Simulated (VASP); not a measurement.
# Co (P6_3/mmc) in VASP: further runs, part 2 of 2

VASP 6.6.1. Earlier steps stand in the parts before.

## 3. Single point, r2SCAN

File POSCAR:

```
Co
1.0
    2.4271453599      0.0000000000      0.0000000000
   -1.2135726799      2.1019695403      0.0000000000
    0.0000000000      0.0000000000      3.9126468420
Co
2
Direct
    0.3333333333      0.6666666667      0.2500000000
    0.6666666667      0.3333333333      0.7500000000
```

File INCAR.step1:

```
SYSTEM = Co
PREC     = Accurate       ! precision mode
ENCUT    = 520            ! plane-wave cutoff, eV
ISMEAR   = 0              ! smearing method
SIGMA    = 0.3            ! smearing width, eV
LREAL    = .False.        ! projectors in reciprocal space
LASPH    = .True.         ! aspherical terms in the spheres
NELM     = 100            ! most SCF steps
NBANDS   = 16             ! bands
GGA      = PE             ! functional
ALGO     = Normal         ! electronic algorithm
EDIFF    = 1E-4           ! SCF threshold, eV
LWAVE    = .True.         ! write WAVECAR
LCHARG   = .False.        ! write CHGCAR
```

File INCAR.step2:

```
SYSTEM = Co
PREC     = Accurate       ! precision mode
ENCUT    = 520            ! plane-wave cutoff, eV
EDIFF    = 1E-7           ! SCF threshold, eV
ISMEAR   = 0              ! smearing method
SIGMA    = 0.3            ! smearing width, eV
LREAL    = .False.        ! projectors in reciprocal space
LASPH    = .True.         ! aspherical terms in the spheres
NELM     = 100            ! most SCF steps
ALGO     = Normal         ! electronic algorithm
ISIF     = 2              ! what is computed and relaxed
LWAVE    = .False.        ! write WAVECAR
LCHARG   = .True.         ! write CHGCAR
METAGGA  = R2SCAN         ! meta-GGA
LMIXTAU  = .True.       
LELF     = .True.         ! ELF
LVHAR    = .True.       
NBANDS   = 16             ! bands
ISTART   = 1
```

File KPOINTS:

```
regular mesh
0
Gamma
  15 15 8
  0 0 0
```

Potentials or basis: VASP PAW PBE potentials, release 64 (Co).

Command:

```
$ cat potpaw_PBE.64/Co/POTCAR > POTCAR
$ cp INCAR.step1 INCAR
$ mpirun -np 1 vasp_std > vasp.out
$ cp INCAR.step2 INCAR
$ mpirun -np 1 vasp_std > vasp.out
```

OUTCAR:

```text
SYSTEM = Co
   PREC = Accurate
   ENCUT = 520
   EDIFF = 1E-7
   ISMEAR = 0
   LREAL = .False.
   LASPH = .True.
   NELM = 100
   ISIF = 2
   METAGGA = R2SCAN
   ISTART = 1

 ion  position               nearest neighbor table
   1  0.333  0.667  0.250-   2 2.41   2 2.41   2 2.41   2 2.41   2 2.41   2 2.41
   2  0.667  0.333  0.750-   1 2.41   1 2.41   1 2.41   1 2.41   1 2.41   1 2.41

  LATTYP: Found a hexagonal cell.
 ALAT       =     2.4271453599
 C/A-ratio  =     1.6120364716

  Lattice vectors:

 A1 = (   2.4271453599,   0.0000000000,   0.0000000000)
 A2 = (  -1.2135726799,   2.1019695403,   0.0000000000)
 A3 = (   0.0000000000,   0.0000000000,   3.9126468420)

Analysis of symmetry for initial positions (statically):
=====================================================================
 Subroutine PRICEL returns:
 Original cell was already a primitive cell.

 Routine SETGRP: Setting up the symmetry group for a
 hexagonal supercell.

 Subroutine GETGRP returns: Found 24 space group operations
 (whereof 12 operations were pure point group operations)
 out of a pool of 24 trial point group operations.

The static configuration has the point symmetry D_3d.
 The point group associated with its full space group is D_6h.

Analysis of symmetry for dynamics (positions and initial velocities):
=====================================================================
 Subroutine PRICEL returns:
 Original cell was already a primitive cell.

 Routine SETGRP: Setting up the symmetry group for a
 hexagonal supercell.

 Subroutine GETGRP returns: Found 24 space group operations
 (whereof 12 operations were pure point group operations)
 out of a pool of 24 trial point group operations.

The dynamic configuration has the point symmetry D_3d.
 The point group associated with its full space group is D_6h.

 Subroutine INISYM returns: Found 24 space group operations
 (whereof 12 operations are pure point group operations),
 and found     1 'primitive' translations

[... 115 lines left out ...]
  volume/ion in A,a.u.               =       9.98        67.35
  Fermi-wavevector in a.u.,A,eV,Ry     =   1.581617  2.988823 34.035150  2.501513
  Thomas-Fermi vector in A             =   2.681665
   LORBIT       =      0    0 simple, 1 ext, 2 COOP (PROOUT), +10 PAW based schemes
   METAGGA = R2SCAN    functional components
   LHFCALC =     F    Hartree Fock is set to
   AEXX    =    0.0000 exact exchange contribution
   IVDW    =     0    specifies the selected vdW correction
   LEPSILON=     F    determine dielectric tensor
   LRPA    =     F    only Hartree local field effects (RPA)
 non-spin polarized calculation
 Gauss-broadening in eV      SIGMA  =   0.30
  energy-cutoff  :      520.00
  volume of cell :       19.96
 maximum number of plane-waves:       556
 NGX is ok and might be reduce to    18
   NGX =  9   NGY =  9   NGZ = 15

 number of electron      17.9999995 magnetization

 Free energy of the ion-electron system (eV)
  ---------------------------------------------------
  ext. energy  EPLUGINS =         0.00000000
  ---------------------------------------------------
  free energy    TOTEN  =       -25.52642217 eV

  energy without entropy =      -25.29745587  energy(sigma->0) =      -25.41193902

 E-fermi :  11.2584     XC(G=0): -15.1889

 val. band max:       11.2576710204   @ k =   0.3333   0.0667   0.3750
 cond. band min:      11.2606482726   @ k =   0.3333   0.2667   0.1250
 fundamental gap:      0.0029772523
 Fermi energy:        11.2584278934

 k-point     1 :       0.0000    0.0000    0.0000
  band No.  band energies     occupation
      1       1.4578      2.00000
      2       5.9848      2.00000
      3       9.2246      2.00000
      4       9.2365      2.00000
      5       9.2366      2.00000
      6       9.6315      2.00000
[... 433 lines left out ...]
      3       7.0560      2.00000
      4       8.0787      2.00000
      5       8.8144      2.00000
      6       9.0624      2.00000
[... 8 lines left out ...]
     15      24.1978      0.00000
     16      26.0085      0.00000

 [... further k-points ...]

------------------------ aborting loop because EDIFF is reached ----------------------------------------

  FORCE on cell =-STRESS in cart. coord.  units (eV):
  Direction    XX          YY          ZZ          XY          YZ          ZX
  --------------------------------------------------------------------------------------
  -------------------------------------------------------------------------------------
  Total        0.0763980      0.0763980      0.0518864      0.0000000     -0.0000000      0.0000000
  in kB        6.1319640      6.1319640      4.1645796      0.0000000     -0.0000000      0.0000000
  external PRESSURE =       5.4761692 kB  Pullay stress =       0.0000000 kB

 VOLUME and BASIS-vectors are now :
 -----------------------------------------------------------------------------
  energy-cutoff  :      520.00
  volume of cell :       19.96
      direct lattice vectors                 reciprocal lattice vectors
     2.427145360  0.000000000  0.000000000     0.412006638  0.237872143  0.000000000
    -1.213572680  2.101969540  0.000000000     0.000000000  0.475744287  0.000000000
     0.000000000  0.000000000  3.912646842     0.000000000  0.000000000  0.255581462

 POSITION                                       TOTAL-FORCE (eV/Angst)
 -----------------------------------------------------------------------------------
     -0.00000      1.40131      0.97816        -0.000000     -0.000000      0.000000
      1.21357      0.70066      2.93449         0.000000      0.000000      0.000000
 -----------------------------------------------------------------------------------
    total drift:                                0.000000     -0.000000     -0.000000

  FREE ENERGIE OF THE ION-ELECTRON SYSTEM (eV)
  ---------------------------------------------------
  free  energy   TOTEN  =       -25.5264221711 eV

  energy  without entropy=      -25.2974558719  energy(sigma->0) =      -25.41193902
```

OUTCAR.step1:

```text
SYSTEM = Co
   PREC = Accurate
   ENCUT = 520
   ISMEAR = 0
   LREAL = .False.
   LASPH = .True.
[... 681 lines left out ...]
     -0.00000      1.40131      0.97816        -0.000000      0.000000      0.000000
      1.21357      0.70066      2.93449         0.000000     -0.000000      0.000000
 -----------------------------------------------------------------------------------
    total drift:                                0.000000     -0.000000     -0.000000

  FREE ENERGIE OF THE ION-ELECTRON SYSTEM (eV)
  ---------------------------------------------------
  free  energy   TOTEN  =       -13.7441775770 eV

  energy  without entropy=      -13.5109437712  energy(sigma->0) =      -13.62756067
```

OSZICAR.step1:

```text
N       E                     dE             d eps       ncg     rms          rms(c)
DAV:   1     0.762535664791E+02    0.76254E+02   -0.84869E+03  4408   0.157E+03
DAV:   2    -0.140187708919E+02   -0.90272E+02   -0.82774E+02  4368   0.243E+02
DAV:   3    -0.162152930773E+02   -0.21965E+01   -0.21453E+01  5376   0.517E+01
DAV:   4    -0.162510945538E+02   -0.35801E-01   -0.35791E-01  6128   0.510E+00
DAV:   5    -0.162513282717E+02   -0.23372E-03   -0.23371E-03  5416   0.409E-01    0.155E+01
DAV:   6    -0.141163410391E+02    0.21350E+01   -0.10266E+01  4664   0.693E+01    0.463E+00
DAV:   7    -0.137873679424E+02    0.32897E+00   -0.13531E+00  5072   0.234E+01    0.213E+00
DAV:   8    -0.137495274655E+02    0.37840E-01   -0.18684E-02  6952   0.250E+00    0.659E-01
DAV:   9    -0.137441628842E+02    0.53646E-02   -0.11534E-03  6312   0.391E-01    0.579E-02
DAV:  10    -0.137441775770E+02   -0.14693E-04   -0.70639E-05  3536   0.105E-01
   1 F= -.13744178E+02 E0= -.13627561E+02  d E =-.233234E+00
```

Run time: 2.6 min. Hardware: 1 thread of Intel Xeon Platinum 8259CL at 2.50GHz (Skylake/Cascade Lake), shared host; peak memory 0.16 GiB.

Results:

| Item | Value |
| --- | --- |
| Free energy | -25.5264 eV |
| Pressure | 0.5 GPa |
| Band gap on the k mesh | zero (bands 9 and 10 overlap by 1.69 eV) |

Stress tensor (GPa, compression positive):
```
0.61 0.00 0.00
0.00 0.61 0.00
0.00 0.00 0.42
```

Levels at points of the mesh, in eV from the Fermi level:
```
           k point  band 7  band 8  band 9  band 10  band 11  band 12
(0.00, 0.00, 0.00)   -1.63   -1.23   -1.23    -0.15     0.12     0.12
(0.00, 0.00, 0.50)   -2.11   -2.11   -0.25    -0.25    -0.25    -0.25
```

Caveat: so wide a smearing shifts energies and pressures; the PAW data sets were made with another functional, which shifts forces and pressure a little; the run has no spin polarisation, though such a crystal can be magnetic.
